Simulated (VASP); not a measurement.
# BP2 (P4_222) in VASP: relaxation of cell and atoms with PBE

Aim: the relaxation of cell and atoms of BP2 with PBE.

Program: VASP 6.6.1. These are calculated values, not measurements. Logs are shortened: lines on timing, memory, paths and dates and some standing lists are left out, and cuts for length are marked.

### Step 1. The cell of the first run

Symmetry: P4_222, No. 93, tetragonal system. The conventional cell has a = 4.353 Å, b = 4.353 Å, c = 4.610 Å, α = 90.00°, β = 90.00°, γ = 90.00°. Within 2.6 Å of B (site symmetry 222) lie 4 P at 1.98 Å. Within 2.6 Å of P (site symmetry 2) lie 2 B at 1.98 Å and 1 P at 2.17 Å.

The cell was generated, and may not be a known phase.

### Step 2. Relaxation of cell and atoms, PBE

INCAR

```
PREC = Accurate
ENCUT = 600
EDIFF = 1E-6
ISMEAR = 0
SIGMA = 0.1
LREAL = False
LASPH = True
NELM = 80
ALGO = Normal
ISIF = 3
LWAVE = False
LCHARG = False
GGA = PE
IBRION = 2
NSW = 100
EDIFFG = -0.01
```

KPOINTS

```
regular mesh
0
Gamma
  10 10 8
```

POSCAR

```
BP2
1.0
    4.3534799222      0.0000000000      0.0000000000
    0.0000000000      4.3534799222      0.0000000000
    0.0000000000      0.0000000000      4.6099728891
B P
2 4
Direct
    0.5000000000      0.0000000000      0.0000000000
    0.0000000000      0.5000000000      0.5000000000
    0.1762782435      0.1762782435      0.2500000000
    0.8237217565      0.8237217565      0.2500000000
    0.8237217565      0.1762782435      0.7500000000
    0.1762782435      0.8237217565      0.7500000000
```

Potentials or basis: VASP PAW PBE potentials, release 64 (B, P).

Run with:

```console
> cat potpaw_PBE.64/B/POTCAR potpaw_PBE.64/P/POTCAR > POTCAR
> mpirun -np 1 vasp_std > vasp.out
```

OUTCAR:

```text
PREC = Accurate
   ENCUT = 600
   EDIFF = 1E-6
   ISMEAR = 0
   LREAL = False
   LASPH = True
   NELM = 80
   ISIF = 3
   GGA = PE
   IBRION = 2
   NSW = 100
   EDIFFG = -0.01

 ion  position               nearest neighbor table
   1  0.500  0.000  0.000-   3 1.98   4 1.98   5 1.98   6 1.98
   2  0.000  0.500  0.500-   3 1.98   4 1.98   5 1.98   6 1.98
   3  0.176  0.176  0.250-   1 1.98   2 1.98   4 2.17   5 2.77   6 2.77   5 2.77   6 2.77
   4  0.824  0.824  0.250-   1 1.98   2 1.98   3 2.17   5 2.77   6 2.77   5 2.77   6 2.77
   5  0.824  0.176  0.750-   1 1.98   2 1.98   6 2.17   4 2.77   3 2.77   3 2.77   4 2.77
   6  0.176  0.824  0.750-   1 1.98   2 1.98   5 2.17   4 2.77   3 2.77   3 2.77   4 2.77

  LATTYP: Found a simple tetragonal cell.
 ALAT       =     4.3534799222
 C/A-ratio  =     1.0589167681

  Lattice vectors:

 A1 = (   4.3534799222,   0.0000000000,   0.0000000000)
 A2 = (   0.0000000000,   4.3534799222,   0.0000000000)
 A3 = (   0.0000000000,   0.0000000000,   4.6099728891)

Analysis of symmetry for initial positions (statically):
=====================================================================
 Subroutine PRICEL returns:
 Original cell was already a primitive cell.

 Routine SETGRP: Setting up the symmetry group for a
 simple tetragonal supercell.

 Subroutine GETGRP returns: Found  8 space group operations
 (whereof  4 operations were pure point group operations)
 out of a pool of 16 trial point group operations.

The static configuration has the point symmetry D_2 .
 The point group associated with its full space group is D_4 .

Analysis of symmetry for dynamics (positions and initial velocities):
=====================================================================
 Subroutine PRICEL returns:
 Original cell was already a primitive cell.

 Routine SETGRP: Setting up the symmetry group for a
 simple tetragonal supercell.

 Subroutine GETGRP returns: Found  8 space group operations
 (whereof  4 operations were pure point group operations)
 out of a pool of 16 trial point group operations.

The dynamic configuration has the point symmetry D_2 .
 The point group associated with its full space group is D_4 .

 Subroutine INISYM returns: Found  8 space group operations
 (whereof  4 operations are pure point group operations),
 and found     1 'primitive' translations

----------------------------------------------------------------------------------------

                                     Primitive cell
[... 111 lines left out ...]
   NUPDOWN=      -1.0000    fix difference up-down
   EMIN   =  10.00;   EMAX   =-10.00  energy-range for DOS
   EFERMI =   0.00;   METHOD = LEGACY
   ISMEAR =     0;   SIGMA  =   0.10  broadening in eV -4-tet -1-fermi 0-gaus
   EFERMI_NEDOS =   21; number of points for ismear=-14 and -15
   IALGO  =     38    algorithm
   IMIX   =      4    mixing-type and parameters
     AMIX     =   0.40;   BMIX     =  1.00
     AMIX_MAG =   1.60;   BMIX_MAG =  1.00
  volume/ion in A,a.u.               =      14.56        98.27
  Fermi-wavevector in a.u.,A,eV,Ry     =   1.092971  2.065416 16.253335  1.194586
  Thomas-Fermi vector in A             =   2.229248
   LORBIT       =      0    0 simple, 1 ext, 2 COOP (PROOUT), +10 PAW based schemes
   GGA     = PE    functional components
   LHFCALC =     F    Hartree Fock is set to
   AEXX    =    0.0000 exact exchange contribution
   IVDW    =     0    specifies the selected vdW correction
   LEPSILON=     F    determine dielectric tensor
   LRPA    =     F    only Hartree local field effects (RPA)
 conjugate gradient relaxation of ions
 non-spin polarized calculation
 Gauss-broadening in eV      SIGMA  =   0.10
  energy-cutoff  :      600.00
  volume of cell :       87.37
 maximum number of plane-waves:      2947
 NGX is ok and might be reduce to    36
   NGX = 17   NGY = 17   NGZ = 19

--------------------------------------- Ionic step        1  -------------------------------------------

 number of electron      26.0000000 magnetization

 Free energy of the ion-electron system (eV)
  ---------------------------------------------------
  ext. energy  EPLUGINS =         0.00000000
  ---------------------------------------------------
  free energy    TOTEN  =       -32.54639499 eV

  energy without entropy =      -32.53850068  energy(sigma->0) =      -32.54244784

------------------------ aborting loop because EDIFF is reached ----------------------------------------

  FORCE on cell =-STRESS in cart. coord.  units (eV):
  Direction    XX          YY          ZZ          XY          YZ          ZX
  --------------------------------------------------------------------------------------
  -------------------------------------------------------------------------------------
  Total        0.3464439      0.3464439     -0.7485138      0.0000000      0.0000000      0.0000000
  in kB        6.3529009      6.3529009    -13.7258395      0.0000000      0.0000000      0.0000000
  external PRESSURE =      -0.3400126 kB  Pullay stress =       0.0000000 kB
[... 147 lines left out ...]
--------------------------------------- Ionic step        5  -------------------------------------------

 number of electron      25.9999999 magnetization

 Free energy of the ion-electron system (eV)
  ---------------------------------------------------
  ext. energy  EPLUGINS =         0.00000000
  ---------------------------------------------------
  free energy    TOTEN  =       -32.55344038 eV

  energy without entropy =      -32.54481806  energy(sigma->0) =      -32.54912922

 E-fermi :   7.4040     XC(G=0): -10.2684

 val. band max:        7.4006034564   @ k =   0.5000   0.3000   0.5000
 cond. band min:       7.4050175045   @ k =   0.1000   0.1000   0.5000
 fundamental gap:      0.0044140480
 Fermi energy:         7.4040346999

 k-point     1 :       0.0000    0.0000    0.0000
  band No.  band energies     occupation
      1      -9.2760      2.00000
      2      -3.9926      2.00000
      3      -3.1718      2.00000
      4      -2.8873      2.00000
      5      -2.8873      2.00000
      6      -0.1981      2.00000
[... 457 lines left out ...]
      4      -2.8066      2.00000
      5      -1.8761      2.00000
      6       0.4285      2.00000
[... 9 lines left out ...]
     16       8.6834      0.00000
     17       9.4555      0.00000

 [... further k-points ...]

------------------------ aborting loop because EDIFF is reached ----------------------------------------

  FORCE on cell =-STRESS in cart. coord.  units (eV):
  Direction    XX          YY          ZZ          XY          YZ          ZX
  --------------------------------------------------------------------------------------
  -------------------------------------------------------------------------------------
  Total       -0.0456762     -0.0456762     -0.0524238      0.0000000      0.0000000      0.0000000
  in kB       -0.8381714     -0.8381714     -0.9619925      0.0000000      0.0000000      0.0000000
  external PRESSURE =      -0.8794451 kB  Pullay stress =       0.0000000 kB
[... 21 lines left out ...]
  FREE ENERGIE OF THE ION-ELECTRON SYSTEM (eV)
  ---------------------------------------------------
  free  energy   TOTEN  =       -32.5534403815 eV

  energy  without entropy=      -32.5448180601  energy(sigma->0) =      -32.54912922

 reached required accuracy - stopping structural energy minimisation
```

It took 5.1 min on 1 thread of Intel Xeon Platinum 8259CL at 2.50GHz (Skylake/Cascade Lake), shared host; peak memory 0.32 GiB.

What came out:

```yaml
Free_energy: -32.5534 eV
Relaxed_volume: 14.55 Å³/atom
Relaxed_cell: a = 4.380 Å, b = 4.380 Å, c = 4.552 Å, α = 90.00°, β = 90.00°, γ = 90.00°
Space_group_after_relaxing_to_0.1_Å: P4_222 (No. 93)
Energy_gained_by_relaxing: 1.2 meV/atom
Ionic_steps: 5
Pressure_after_relaxing: -0.1 GPa
Band_gap_on_the_k_mesh: zero (bands 13 and 14 overlap by 0.80 eV)
```

Forces on the atoms (eV/Å):
```
B    0.000  0.000  0.000
B    0.000  0.000  0.000
P    0.002  0.002  0.000
P   -0.002 -0.002  0.000
P   -0.002  0.002  0.000
P    0.002 -0.002  0.000
```

The path:
| step | energy change (eV) | largest force (eV/Å) | pressure (GPa) | volume (Å³) |
| --- | --- | --- | --- | --- |
| 1 | 0.0000 | 0.0401 | -0.03 | 87.37 |
| 2 | -0.0051 | 0.0037 | 0.00 | 87.33 |
| 3 | -0.0069 | 0.0391 | 0.03 | 87.28 |
| 4 | -0.0070 | 0.0172 | -0.14 | 87.33 |
| 5 | -0.0070 | 0.0023 | -0.09 | 87.31 |

Final structure:
```xyz
6
Lattice="4.3797 0.0000 0.0000 0.0000 4.3797 0.0000 0.0000 0.0000 4.5517" Properties=species:S:1:pos:R:3 pbc="T T T"
B     2.1899    0.0000    0.0000
B     0.0000    2.1899    2.2759
P     0.7702    0.7702    1.1379
P     3.6095    3.6095    1.1379
P     3.6095    0.7702    3.4138
P     0.7702    3.6095    3.4138
```
